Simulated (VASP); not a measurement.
# CoO (Fm-3m) in VASP: notebook

The runs below take CoO through single point, with RPBE+D3(BJ), revPBE, PBEsol.

All numbers are computed with VASP 6.6.1; they aren't measurements. Logs are shortened: lines on timing, memory, paths and dates and some standing lists are left out, and cuts for length are marked.

### Step 1. The cell of the first run

The structure is cubic, space group Fm-3m (No. 225). Conventional cell: a = 4.256 Å, b = 4.256 Å, c = 4.256 Å, α = 90.00°, β = 90.00°, γ = 90.00°. Within 2.8 Å of Co (site symmetry m-3m) lie 6 O at 2.13 Å. Within 2.8 Å of O (site symmetry m-3m) lie 6 Co at 2.13 Å.

### Step 2. Single point, RPBE+D3(BJ), collinear spin, ferromagnetic start

File INCAR:

```
PREC = Accurate
ENCUT = 700
EDIFF = 1E-6
ISMEAR = -1
SIGMA = 0.05
LREAL = F
LASPH = T
NELM = 200
ALGO = Normal
ISIF = 2
LWAVE = F
LCHARG = F
ISPIN = 2
MAGMOM = 2 0
LORBIT = 11
LMAXMIX = 4
GGA = RP
IVDW = 12
NBANDS = 22
GGA_COMPAT = F
```

File KPOINTS:

```
Automatic mesh
0
Gamma
  11 11 11
```

File POSCAR:

```
CoO
1.0
    0.0000000000      2.1278179276      2.1278179276
    2.1278179276      0.0000000000      2.1278179276
    2.1278179276      2.1278179276      0.0000000000
Co O
1 1
Direct
    0.0000000000      0.0000000000      0.0000000000
    0.5000000000      0.5000000000      0.5000000000
```

Potentials or basis: VASP PAW PBE potentials, release 64 (Co_sv, O).

Started as:

```console
cat potpaw_PBE.64/Co_sv/POTCAR potpaw_PBE.64/O/POTCAR > POTCAR
mpirun -np 1 vasp_std > vasp.out
```

OUTCAR:

```text
PREC = Accurate
   ENCUT = 700
   EDIFF = 1E-6
   ISMEAR = -1
   LREAL = F
   LASPH = T
   NELM = 200
   ISIF = 2
   ISPIN = 2
   LORBIT = 11
   GGA = RP
   IVDW = 12
 IVDW          = 12

 ion  position               nearest neighbor table
   1  0.000  0.000  0.000-   2 2.13   2 2.13   2 2.13   2 2.13   2 2.13   2 2.13
   2  0.500  0.500  0.500-   1 2.13   1 2.13   1 2.13   1 2.13   1 2.13   1 2.13

  LATTYP: Found a face centered cubic cell.
 ALAT       =     4.2556358552

  Lattice vectors:

 A1 = (   0.0000000000,   2.1278179276,   2.1278179276)
 A2 = (   2.1278179276,   0.0000000000,   2.1278179276)
 A3 = (   2.1278179276,   2.1278179276,   0.0000000000)

Analysis of symmetry for initial positions (statically):
=====================================================================
 Subroutine PRICEL returns:
 Original cell was already a primitive cell.

 Routine SETGRP: Setting up the symmetry group for a
 face centered cubic supercell.

 Subroutine GETGRP returns: Found 48 space group operations
 (whereof 48 operations were pure point group operations)
 out of a pool of 48 trial point group operations.

The static configuration has the point symmetry O_h .

Analysis of symmetry for dynamics (positions and initial velocities):
=====================================================================
 Subroutine PRICEL returns:
 Original cell was already a primitive cell.

 Routine SETGRP: Setting up the symmetry group for a
 face centered cubic supercell.

 Subroutine GETGRP returns: Found 48 space group operations
 (whereof 48 operations were pure point group operations)
 out of a pool of 48 trial point group operations.

The dynamic configuration has the point symmetry O_h .

Analysis of structural, dynamic, and magnetic symmetry:
=====================================================================
 Subroutine PRICEL returns:
 Original cell was already a primitive cell.

 Routine SETGRP: Setting up the symmetry group for a
 face centered cubic supercell.

 Subroutine GETGRP returns: Found 48 space group operations
 (whereof 48 operations were pure point group operations)
 out of a pool of 48 trial point group operations.

The overall configuration has the point symmetry O_h .

 Subroutine INISYM returns: Found 48 space group operations
 (whereof 48 operations are pure point group operations),
 and found     1 'primitive' translations

[... 115 lines left out ...]
  volume/ion in A,a.u.               =       9.63        65.01
  Fermi-wavevector in a.u.,A,eV,Ry     =   1.736626  3.281747 41.033403  3.015870
  Thomas-Fermi vector in A             =   2.810005
   LORBIT       =     11    0 simple, 1 ext, 2 COOP (PROOUT), +10 PAW based schemes
   GGA     = RP    functional components
   LHFCALC =     F    Hartree Fock is set to
   AEXX    =    0.0000 exact exchange contribution
   IVDW    =    12    specifies the selected vdW correction
   LEPSILON=     F    determine dielectric tensor
   LRPA    =     F    only Hartree local field effects (RPA)
 spin polarized calculation
  energy-cutoff  :      700.00
  volume of cell :       19.27
 maximum number of plane-waves:       869
 NGX is ok and might be reduce to    28
   NGX = 13   NGY = 13   NGZ = 13

 number of electron      23.0000012 magnetization       2.9407806

 Free energy of the ion-electron system (eV)
  ---------------------------------------------------
  ext. energy  EPLUGINS =         0.00000000
  ---------------------------------------------------
  free energy    TOTEN  =       -12.29134737 eV

  energy without entropy =      -12.25758558  energy(sigma->0) =      -12.27446647

 E-fermi :   9.1261     XC(G=0): -12.5123

 val. band max:        9.1198450836   @ k =   0.3636   0.2727   0.0909
 cond. band min:       9.1374964172   @ k =  -0.1818   0.2727   0.0909
 fundamental gap:      0.0176513335
 Fermi energy:         9.1261103500

 spin component 1

 k-point     1 :       0.0000    0.0000    0.0000
  band No.  band energies     occupation
      1     -87.9639      1.00000
      2     -51.1461      1.00000
      3     -51.1461      1.00000
      4     -51.1461      1.00000
      5     -11.2149      1.00000
      6       5.7885      1.00000
[... 589 lines left out ...]
     21      36.8735      0.00000
     22      38.6441      0.00000

 [... further k-points ...]

 spin component 2

 k-point     1 :       0.0000    0.0000    0.0000
  band No.  band energies     occupation
      1     -84.8673      1.00000
      2     -48.1061      1.00000
      3     -48.1060      1.00000
      4     -48.1060      1.00000
      5     -10.7157      1.00000
      6       6.5166      1.00000
[... 589 lines left out ...]
     21      37.4776      0.00000
     22      39.1983      0.00000

 [... further k-points ...]

------------------------ aborting loop because EDIFF is reached ----------------------------------------

 Edisp (eV)   -2.23975

 E8    (eV) :    -1.3307

  FORCE on cell =-STRESS in cart. coord.  units (eV):
  Direction    XX          YY          ZZ          XY          YZ          ZX
  --------------------------------------------------------------------------------------
  -------------------------------------------------------------------------------------
  Total      -0.13734    -0.13734    -0.13734     0.00000     0.00000     0.00000
  in kB     -11.42022   -11.42022   -11.42022     0.00000     0.00000     0.00000
  external pressure =      -11.42 kB  Pullay stress =        0.00 kB

 VOLUME and BASIS-vectors are now :
 -----------------------------------------------------------------------------
  energy-cutoff  :      700.00
  volume of cell :       19.27
      direct lattice vectors                 reciprocal lattice vectors
     0.000000000  2.127817928  2.127817928    -0.234982511  0.234982511  0.234982511
     2.127817928  0.000000000  2.127817928     0.234982511 -0.234982511  0.234982511
     2.127817928  2.127817928  0.000000000     0.234982511  0.234982511 -0.234982511

 POSITION                                       TOTAL-FORCE (eV/Angst)
 -----------------------------------------------------------------------------------
      0.00000      0.00000      0.00000         0.000000      0.000000     -0.000000
      2.12782      2.12782      2.12782         0.000000     -0.000000      0.000000
 -----------------------------------------------------------------------------------
    total drift:                                0.000000      0.000000      0.000000

  FREE ENERGIE OF THE ION-ELECTRON SYSTEM (eV)
  ---------------------------------------------------
  free  energy   TOTEN  =       -14.5311004586 eV

  energy  without entropy=      -14.4973386706  energy(sigma->0) =      -14.51421956

 total charge

# of ion       s       p       d       tot
------------------------------------------
    1        2.140   6.066   6.667  14.873
    2        1.556   3.444   0.000   5.000
--------------------------------------------------
tot          3.696   9.509   6.667  19.873

 magnetization (x)

# of ion       s       p       d       tot
------------------------------------------
    1        0.014   0.010   2.521   2.544
    2        0.028   0.269   0.000   0.297
--------------------------------------------------
tot          0.042   0.279   2.521   2.841
```

OSZICAR:

```text
N       E                     dE             d eps       ncg     rms          rms(c)
DAV:   1     0.268158532242E+03    0.26816E+03   -0.14609E+04  6338   0.286E+03
DAV:   2    -0.243628031823E+01   -0.27059E+03   -0.25698E+03  7384   0.728E+02
DAV:   3    -0.146130720196E+02   -0.12177E+02   -0.12035E+02  7054   0.129E+02
DAV:   4    -0.147255729082E+02   -0.11250E+00   -0.11245E+00  5820   0.107E+01
DAV:   5    -0.147298242282E+02   -0.42513E-02   -0.42512E-02  6912   0.223E+00    0.176E+01
DAV:   6    -0.134061779058E+02    0.13236E+01   -0.18666E+01  7966   0.839E+01    0.269E+01
DAV:   7    -0.123302201391E+02    0.10760E+01   -0.62435E+00  6982   0.579E+01    0.862E+00
DAV:   8    -0.122966311322E+02    0.33589E-01   -0.30006E-01  7440   0.720E+00    0.552E+00
DAV:   9    -0.123024142044E+02   -0.57831E-02   -0.13937E-01  9182   0.539E+00    0.284E+00
DAV:  10    -0.122931427451E+02    0.92715E-02   -0.39910E-02  7724   0.382E+00    0.717E-01
DAV:  11    -0.122912231091E+02    0.19196E-02   -0.13310E-02  8452   0.184E+00    0.187E-01
DAV:  12    -0.122913312115E+02   -0.10810E-03   -0.10504E-03  7146   0.378E-01    0.751E-02
DAV:  13    -0.122913438285E+02   -0.12617E-04   -0.10773E-04  7480   0.127E-01    0.281E-02
DAV:  14    -0.122913465270E+02   -0.26984E-05   -0.15913E-05  6534   0.446E-02    0.208E-02
DAV:  15    -0.122913473678E+02   -0.84078E-06   -0.38816E-06  6430   0.335E-02
   1 F= -.14531100E+02 E0= -.14514220E+02  d E =-.337618E-01  mag=     2.9408
```

stdout:

```text
POSCAR found type information on POSCAR CoO
 POSCAR found :  2 types and       2 ions
 scaLAPACK will be used
 -----------------------------------------------------------------------------
|                                                                             |
|                                                                             |
|     You enforced a specific xc type in the INCAR file but a different       |
|     I HOPE YOU KNOW WHAT YOU ARE DOING!                                     |
|                                                                             |
 -----------------------------------------------------------------------------

 LDA part: xc-table for (Slater+PW92), standard interpolation
 POSCAR, INCAR and KPOINTS ok, starting setup
 FFT: planning ... GRIDC
 FFT: planning ... GRID_SOFT
 FFT: planning ... GRID
 WAVECAR not read
 entering main loop
```

Wall time 84 s (1 thread of Intel Xeon Platinum 8259CL at 2.50GHz (Skylake/Cascade Lake), shared host); peak memory 0.22 GiB.

Results:

```
Free energy                                           : -14.5311 eV
Pressure                                              : -1.1 GPa
Net moment                                            : 2.94 μB per cell
Site moments                                          : Co +2.54; O +0.30 μB
Valence electrons inside the program's atomic spheres : Co 14.87; O 5.00
Dispersion energy per atom                            : -1.120 eV
```

Levels at points of the mesh, in eV from the Fermi level:
Spin up:
```csv
k point,band 11,band 12,band 13,band 14,band 15,band 16
"(0.00, 0.00, 0.00)",-3.13,-3.13,-3.13,0.98,16.84,18.09
```
Spin down:
| k point | band 6 | band 7 | band 8 | band 9 | band 10 | band 11 | band 12 | band 13 | band 14 | band 15 |
| --- | --- | --- | --- | --- | --- | --- | --- | --- | --- | --- |
| (0.00, 0.00, 0.00) | -2.61 | -2.61 | -2.61 | -1.10 | -1.10 | -1.10 | 0.18 | 0.18 | 1.51 | 16.65 |

Caveat: the dispersion term is far too large for a dense solid, which distorts pressure and volume; the PAW data sets were made with another functional, which shifts forces and pressure a little; a cell with one magnetic atom can't hold antiferromagnetic order, which such compounds often take; semilocal functionals often make such compounds metallic where correlation or magnetic order opens a gap, which also shifts bond lengths. With open d or f shells a metallic result of RPBE can be an artefact of self-interaction; +U or a hybrid may open a gap.

### Step 3. Single point, revPBE, collinear spin, ferromagnetic start

This run uses another cell than the first one, of 9.83 Å³/atom.

File INCAR:

```
ALGO = Normal
EDIFF = 1E-6
ENCUT = 700
GGA = RE
GGA_COMPAT = False
ISIF = 2
ISMEAR = -1
ISPIN = 2
LASPH = True
LCHARG = True
LELF = True
LMAXMIX = 4
LORBIT = 11
LREAL = False
LVHAR = True
LWAVE = False
MAGMOM = 2 0
NBANDS = 22
NELM = 200
PREC = Accurate
SIGMA = 0.05
```

File KPOINTS:

```
k-points
0
Gamma
  11 11 11
```

File POSCAR:

```
CoO
1.0
    0.0000000000      2.1423928814      2.1423928814
    2.1423928814      0.0000000000      2.1423928814
    2.1423928814      2.1423928814      0.0000000000
Co O
1 1
Direct
    0.0000000000      0.0000000000      0.0000000000
    0.5000000000      0.5000000000      0.5000000000
```

Potentials or basis: VASP PAW PBE potentials, release 64 (Co_sv, O).

Started as:

```console
cat potpaw_PBE.64/Co_sv/POTCAR potpaw_PBE.64/O/POTCAR > POTCAR
mpirun -np 1 vasp_std > vasp.out
```

OUTCAR:

```text
EDIFF = 1E-6
   ENCUT = 700
   GGA = RE
   ISIF = 2
   ISMEAR = -1
   ISPIN = 2
   LASPH = True
   LORBIT = 11
   LREAL = False
   NELM = 200
   PREC = Accurate

 ion  position               nearest neighbor table
   1  0.000  0.000  0.000-   2 2.14   2 2.14   2 2.14   2 2.14   2 2.14   2 2.14
   2  0.500  0.500  0.500-   1 2.14   1 2.14   1 2.14   1 2.14   1 2.14   1 2.14

  LATTYP: Found a face centered cubic cell.
 ALAT       =     4.2847857628

  Lattice vectors:

 A1 = (   0.0000000000,   2.1423928814,   2.1423928814)
 A2 = (   2.1423928814,   0.0000000000,   2.1423928814)
[... 1414 lines left out ...]

 VOLUME and BASIS-vectors are now :
 -----------------------------------------------------------------------------
  energy-cutoff  :      700.00
  volume of cell :       19.67
      direct lattice vectors                 reciprocal lattice vectors
     0.000000000  2.142392881  2.142392881    -0.233383897  0.233383897  0.233383897
     2.142392881  0.000000000  2.142392881     0.233383897 -0.233383897  0.233383897
     2.142392881  2.142392881  0.000000000     0.233383897  0.233383897 -0.233383897

 POSITION                                       TOTAL-FORCE (eV/Angst)
 -----------------------------------------------------------------------------------
      0.00000      0.00000      0.00000        -0.000000      0.000000     -0.000000
      2.14239      2.14239      2.14239         0.000000      0.000000      0.000000
 -----------------------------------------------------------------------------------
    total drift:                                0.000000      0.000000      0.000000

  FREE ENERGIE OF THE ION-ELECTRON SYSTEM (eV)
  ---------------------------------------------------
  free  energy   TOTEN  =       -12.4254266781 eV

  energy  without entropy=      -12.3915662799  energy(sigma->0) =      -12.40849648

 total charge

# of ion       s       p       d       tot
------------------------------------------
    1        2.138   6.062   6.661  14.861
    2        1.555   3.431   0.000   4.986
--------------------------------------------------
tot          3.693   9.493   6.661  19.846

 magnetization (x)

# of ion       s       p       d       tot
------------------------------------------
    1        0.013   0.010   2.536   2.559
    2        0.028   0.276   0.000   0.303
--------------------------------------------------
tot          0.041   0.285   2.536   2.863
```

stdout:

```text
POSCAR found type information on POSCAR CoO
 POSCAR found :  2 types and       2 ions
 scaLAPACK will be used
 -----------------------------------------------------------------------------
|                                                                             |
|                                                                             |
|     You enforced a specific xc type in the INCAR file but a different       |
|     I HOPE YOU KNOW WHAT YOU ARE DOING!                                     |
|                                                                             |
 -----------------------------------------------------------------------------

 LDA part: xc-table for (Slater+PW92), standard interpolation
 POSCAR, INCAR and KPOINTS ok, starting setup
 FFT: planning ... GRIDC
 FFT: planning ... GRID_SOFT
 FFT: planning ... GRID
 WAVECAR not read
 entering main loop
```

It took 57 s on 1 thread of Intel Xeon Platinum 8488C (Sapphire Rapids), shared host; peak memory 0.21 GiB.

What came out:

```yaml
Free_energy: -12.4254 eV
Pressure: -1.0 GPa
Band_gap_on_the_k_mesh: zero (filled and empty bands overlap)
Net_moment: 2.97 μB per cell
Site_moments: Co +2.56; O +0.30 μB
Valence_electrons_inside_the_program's_atomic_spheres: Co 14.86; O 4.99
```

Levels at points of the mesh, in eV from the Fermi level:
Spin up:
```csv
k point,band 10,band 11,band 12,band 13,band 14,band 15,band 16,band 17
"(0.00, 0.00, 0.00)",-3.10,-3.09,-3.09,-3.09,0.87,16.76,17.92,17.92
```
Spin down:
```csv
k point,band 8,band 9,band 10,band 11,band 12,band 13
"(0.00, 0.00, 0.00)",-2.52,-1.06,-1.06,-1.06,0.18,0.18
```

Caveat: the PAW data sets were made with another functional, which shifts forces and pressure a little; a cell with one magnetic atom can't hold antiferromagnetic order, which such compounds often take; semilocal functionals often make such compounds metallic where correlation or magnetic order opens a gap, which also shifts bond lengths. With open d or f shells a metallic result of revPBE can be an artefact of self-interaction; +U or a hybrid may open a gap.

(Continued in part 2 of 2.)
